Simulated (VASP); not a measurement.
# TiN (rocksalt type) (Fm-3m) in VASP: single point with PBEsol

Aim: the single point of TiN (rocksalt type) with PBEsol.

Everything below comes from runs of VASP 6.6.1. Logs are shortened: lines on timing, memory, paths and dates and some standing lists are left out, and cuts for length are marked.

### 1 The cell of the first run

Symmetry: Fm-3m, No. 225, cubic system. Conventional cell: a = 4.205 Å, b = 4.205 Å, c = 4.205 Å, α = 90.00°, β = 90.00°, γ = 90.00°. Ti (site symmetry m-3m) has 6 N at 2.10 Å within 2.8 Å. N (site symmetry m-3m) has 6 Ti at 2.10 Å within 2.8 Å.

### 2 Single point, PBEsol

Contents of INCAR:

```
PREC = Accurate
ENCUT = 520
EDIFF = 1E-7
ISMEAR = -1
SIGMA = 0.1
LREAL = False
LASPH = True
NELM = 60
ALGO = Normal
ISIF = 2
LWAVE = False
LCHARG = False
GGA = PS
NBANDS = 16
```

Contents of KPOINTS:

```
Automatic mesh
0
Gamma
  17 17 17
```

Contents of POSCAR:

```
TiN
1.0
    0.0000000000      2.1022721977      2.1022721977
    2.1022721977      0.0000000000      2.1022721977
    2.1022721977      2.1022721977      0.0000000000
Ti N
1 1
Direct
    0.0000000000      0.0000000000      0.0000000000
    0.5000000000      0.5000000000      0.5000000000
```

Potentials or basis: VASP PAW PBE potentials, release 64 (Ti_sv, N).

Run with:

```sh
> cat potpaw_PBE.64/Ti_sv/POTCAR potpaw_PBE.64/N/POTCAR > POTCAR
> mpirun -np 1 vasp_std > vasp.out
```

OUTCAR:

```text
PREC = Accurate
   ENCUT = 520
   EDIFF = 1E-7
   ISMEAR = -1
   LREAL = False
   LASPH = True
   NELM = 60
   ISIF = 2
   GGA = PS

 ion  position               nearest neighbor table
   1  0.000  0.000  0.000-   2 2.10   2 2.10   2 2.10   2 2.10   2 2.10   2 2.10
   2  0.500  0.500  0.500-   1 2.10   1 2.10   1 2.10   1 2.10   1 2.10   1 2.10

  LATTYP: Found a face centered cubic cell.
 ALAT       =     4.2045443954

  Lattice vectors:

 A1 = (   0.0000000000,   2.1022721977,   2.1022721977)
 A2 = (   2.1022721977,   0.0000000000,   2.1022721977)
 A3 = (   2.1022721977,   2.1022721977,   0.0000000000)

Analysis of symmetry for initial positions (statically):
=====================================================================
 Subroutine PRICEL returns:
 Original cell was already a primitive cell.

 Routine SETGRP: Setting up the symmetry group for a
 face centered cubic supercell.

 Subroutine GETGRP returns: Found 48 space group operations
 (whereof 48 operations were pure point group operations)
 out of a pool of 48 trial point group operations.

The static configuration has the point symmetry O_h .

Analysis of symmetry for dynamics (positions and initial velocities):
=====================================================================
 Subroutine PRICEL returns:
 Original cell was already a primitive cell.

 Routine SETGRP: Setting up the symmetry group for a
 face centered cubic supercell.

 Subroutine GETGRP returns: Found 48 space group operations
 (whereof 48 operations were pure point group operations)
 out of a pool of 48 trial point group operations.

The dynamic configuration has the point symmetry O_h .

 Subroutine INISYM returns: Found 48 space group operations
 (whereof 48 operations are pure point group operations),
 and found     1 'primitive' translations

----------------------------------------------------------------------------------------

                                     Primitive cell

  volume of cell :      18.5822

  direct lattice vectors                    reciprocal lattice vectors
     0.000000000  2.102272198  2.102272198    -0.237837898  0.237837898  0.237837898
     2.102272198  0.000000000  2.102272198     0.237837898 -0.237837898  0.237837898
     2.102272198  2.102272198  0.000000000     0.237837898  0.237837898 -0.237837898

  length of vectors
     2.973061854  2.973061854  2.973061854     0.411947323  0.411947323  0.411947323

  position of ions in fractional coordinates (direct lattice)
     0.000000000  0.000000000  0.000000000
     0.500000000  0.500000000  0.500000000

  ion indices of the primitive-cell ions
   primitive index   ion index
                 1           1
                 2           2

----------------------------------------------------------------------------------------

 KPOINTS: Automatic mesh

Automatic generation of k-mesh.
 Grid dimensions read from file:
 generate k-points for:   17   17   17

 Generating k-lattice:

  Cartesian coordinates                     Fractional coordinates (reciprocal lattice)
    -0.013990465  0.013990465  0.013990465     0.058823529  0.000000000  0.000000000
     0.013990465 -0.013990465  0.013990465     0.000000000  0.058823529  0.000000000
     0.013990465  0.013990465 -0.013990465     0.000000000  0.000000000  0.058823529

  Length of vectors
     0.024232195  0.024232195  0.024232195

  Shift w.r.t. Gamma in fractional coordinates (k-lattice)
     0.000000000  0.000000000  0.000000000

 Subroutine IBZKPT returns following result:
 ===========================================

 Found    165 irreducible k-points:

 Following reciprocal coordinates:
            Coordinates               Weight
  0.000000  0.000000  0.000000      1.000000
  0.058824  0.000000  0.000000      8.000000
  0.117647  0.000000  0.000000      8.000000
  0.176471  0.000000  0.000000      8.000000
  0.235294  0.000000  0.000000      8.000000
  0.294118  0.000000  0.000000      8.000000
[... 16 lines left out ...]
 -0.176471  0.058824  0.000000     24.000000
 -0.117647  0.058824  0.000000     24.000000
 [... further k-points ...]
   k-points           NKPTS =    165   k-points in BZ     NKDIM =    165   number of bands    NBANDS=     16
   number of dos      NEDOS =    301   number of ions     NIONS =      2
   total plane-waves  NPLWV =  13824
   dimension x,y,z NGX =    24 NGY =   24 NGZ =   24
   dimension x,y,z NGXF=    48 NGYF=   48 NGZF=   48
   ions per type =               1   1
   NGX,Y,Z   is equivalent  to a cutoff of  13.42, 13.42, 13.42 a.u.
   NGXF,Y,Z  is equivalent  to a cutoff of  26.84, 26.84, 26.84 a.u.
 SYSTEM =  unknown system
   PREC   = accura    normal or accurate (medium, high low for compatibility)
   ISTART =      0    job   : 0-new  1-cont  2-samecut
   ICHARG =      2    charge: 1-file 2-atom 10-const
   ISPIN  =      1    spin polarized calculation?
   LNONCOLLINEAR =      F non collinear calculations
   LSORBIT =      F    spin-orbit coupling
   LASPH  =      T    aspherical Exc in radial PAW
   ENCUT  =  520.0 eV  38.22 Ry    6.18 a.u.   5.53  5.53  5.53*2*pi/ulx,y,z
   NELM   =     60;   NELMIN=  2; NELMDL= -5     # of ELM steps
   EDIFF  = 0.1E-06   stopping-criterion for ELM
   LREAL  =      F    real-space projection
   EDIFFG = 0.1E-05   stopping-criterion for IOM
   NSW    =      0    number of steps for IOM
   IBRION =     -1    ionic relax: 0-MD 1-quasi-New 2-CG
   NFREE  =      0    steps in history (QN), initial steepest desc. (CG)
   ISIF   =      2    stress and relaxation
   ISYM   =      2    0-nonsym 1-usesym 2-fastsym
   POTIM  = 0.5000    time-step for ionic-motion
   TEBEG  =    0.0;   TEEND  =   0.0 temperature during run
   PSTRESS=    0.0 pullay stress
   NELECT =      17.0000    total number of electrons
   NUPDOWN=      -1.0000    fix difference up-down
   EMIN   =  10.00;   EMAX   =-10.00  energy-range for DOS
   EFERMI =   0.00;   METHOD = LEGACY
   ISMEAR =    -1;   SIGMA  =   0.10  broadening in eV -4-tet -1-fermi 0-gaus
   EFERMI_NEDOS =   21; number of points for ismear=-14 and -15
   IALGO  =     38    algorithm
   IMIX   =      4    mixing-type and parameters
     AMIX     =   0.40;   BMIX     =  1.00
     AMIX_MAG =   1.60;   BMIX_MAG =  1.00
  volume/ion in A,a.u.               =       9.29        62.70
  Fermi-wavevector in a.u.,A,eV,Ry     =   1.589250  3.003247 34.364442  2.525715
  Thomas-Fermi vector in A             =   2.688128
   LORBIT       =      0    0 simple, 1 ext, 2 COOP (PROOUT), +10 PAW based schemes
   GGA     = PS    functional components
   LHFCALC =     F    Hartree Fock is set to
   AEXX    =    0.0000 exact exchange contribution
   IVDW    =     0    specifies the selected vdW correction
   LEPSILON=     F    determine dielectric tensor
   LRPA    =     F    only Hartree local field effects (RPA)
 non-spin polarized calculation
  energy-cutoff  :      520.00
  volume of cell :       18.58
 maximum number of plane-waves:       531
 NGX is ok and might be reduce to    24
   NGX = 11   NGY = 11   NGZ = 11

 number of electron      16.9999998 magnetization

 Free energy of the ion-electron system (eV)
  ---------------------------------------------------
  ext. energy  EPLUGINS =         0.00000000
  ---------------------------------------------------
  free energy    TOTEN  =       -20.79395127 eV

  energy without entropy =      -20.76755058  energy(sigma->0) =      -20.78075093

 E-fermi :  11.6650     XC(G=0): -13.3690

 val. band max:       11.6373565146   @ k =   0.1176   0.0588   0.0000
 cond. band min:      11.6688133468   @ k =  -0.1176   0.0588   0.0000
 fundamental gap:      0.0314568322
 Fermi energy:        11.6650031009

 k-point     1 :       0.0000    0.0000    0.0000
  band No.  band energies     occupation
      1     -45.8972      2.00000
      2     -21.9567      2.00000
      3     -21.9567      2.00000
      4     -21.9567      2.00000
      5      -5.5313      2.00000
      6       9.6192      2.00000
[... 8 lines left out ...]
     15      24.8063      0.00000
     16      31.7563      0.00000

 k-point     2 :       0.0588    0.0000    0.0000
  band No.  band energies     occupation
      1     -45.8935      2.00000
      2     -21.9826      2.00000
      3     -21.9587      2.00000
      4     -21.9587      2.00000
      5      -5.4595      2.00000
      6       9.1975      2.00000
[... 8 lines left out ...]
     15      24.8769      0.00000
     16      31.6514      0.00000

 k-point     3 :       0.1176    0.0000    0.0000
  band No.  band energies     occupation
      1     -45.8827      2.00000
      2     -22.0562      2.00000
      3     -21.9648      2.00000
      4     -21.9648      2.00000
      5      -5.2503      2.00000
      6       8.3222      2.00000
[... 8 lines left out ...]
     15      24.9969      0.00000
     16      31.3267      0.00000

 k-point     4 :       0.1765    0.0000    0.0000
  band No.  band energies     occupation
      1     -45.8664      2.00000
      2     -22.1662      2.00000
      3     -21.9739      2.00000
      4     -21.9739      2.00000
      5      -4.9220      2.00000
      6       7.3040      2.00000
[... 8 lines left out ...]
     15      24.9737      0.00000
     16      30.6721      0.00000
[... 324 lines left out ...]
 k-point    22 :      -0.2353    0.0588    0.0000
  band No.  band energies     occupation
      1     -45.8373      2.00000
      2     -22.3415      2.00000
      3     -22.0155      2.00000
      4     -21.9791      2.00000
      5      -4.3178      2.00000
      6       5.8566      2.00000
[... 8 lines left out ...]
     15      24.7339      0.00000
     16      28.7140      0.00000

 k-point    23 :      -0.1765    0.0588    0.0000
  band No.  band energies     occupation
      1     -45.8573      2.00000
      2     -22.2135      2.00000
      3     -22.0019      2.00000
      4     -21.9685      2.00000
      5      -4.7451      2.00000
      6       6.8077      2.00000
[... 8 lines left out ...]
     15      24.9406      0.00000
     16      29.5895      0.00000

 k-point    24 :      -0.1176    0.0588    0.0000
  band No.  band energies     occupation
      1     -45.8748      2.00000
      2     -22.0999      2.00000
      3     -21.9874      2.00000
      4     -21.9609      2.00000
      5      -5.0977      2.00000
      6       7.7536      2.00000
[... 8 lines left out ...]
     15      25.0468      0.00000
     16      30.3911      0.00000

 [... further k-points ...]

------------------------ aborting loop because EDIFF is reached ----------------------------------------

  FORCE on cell =-STRESS in cart. coord.  units (eV):
  Direction    XX          YY          ZZ          XY          YZ          ZX
  --------------------------------------------------------------------------------------
  -------------------------------------------------------------------------------------
  Total        0.0562654      0.0562654      0.0562654      0.0000000      0.0000000     -0.0000000
  in kB        4.8512671      4.8512671      4.8512671      0.0000000      0.0000000     -0.0000000
  external PRESSURE =       4.8512671 kB  Pullay stress =       0.0000000 kB

 VOLUME and BASIS-vectors are now :
 -----------------------------------------------------------------------------
  energy-cutoff  :      520.00
  volume of cell :       18.58
      direct lattice vectors                 reciprocal lattice vectors
     0.000000000  2.102272198  2.102272198    -0.237837898  0.237837898  0.237837898
     2.102272198  0.000000000  2.102272198     0.237837898 -0.237837898  0.237837898
     2.102272198  2.102272198  0.000000000     0.237837898  0.237837898 -0.237837898

 POSITION                                       TOTAL-FORCE (eV/Angst)
 -----------------------------------------------------------------------------------
      0.00000      0.00000      0.00000         0.000000      0.000000     -0.000000
      2.10227      2.10227      2.10227        -0.000000     -0.000000      0.000000
 -----------------------------------------------------------------------------------
    total drift:                                0.000000     -0.000000     -0.000000

  FREE ENERGIE OF THE ION-ELECTRON SYSTEM (eV)
  ---------------------------------------------------
  free  energy   TOTEN  =       -20.7939512742 eV

  energy  without entropy=      -20.7675505821  energy(sigma->0) =      -20.78075093
```

Run time: 60 s. Hardware: 1 thread of Intel Xeon Platinum 8259CL at 2.50GHz (Skylake/Cascade Lake), shared host; peak memory 0.17 GiB.

What came out:

| Item | Value |
| --- | --- |
| Free energy | -20.7940 eV |
| Pressure | 0.5 GPa |

Levels at points of the mesh, in eV from the Fermi level:
| k point | band 6 | band 7 | band 8 | band 9 | band 10 | band 11 | band 12 | band 13 |
| --- | --- | --- | --- | --- | --- | --- | --- | --- |
| (0.00, 0.00, 0.00) | -2.05 | -2.05 | -2.05 | -0.65 | -0.65 | -0.65 | 0.60 | 0.60 |

Caveat: the PAW data sets were made with another functional, which shifts forces and pressure a little.
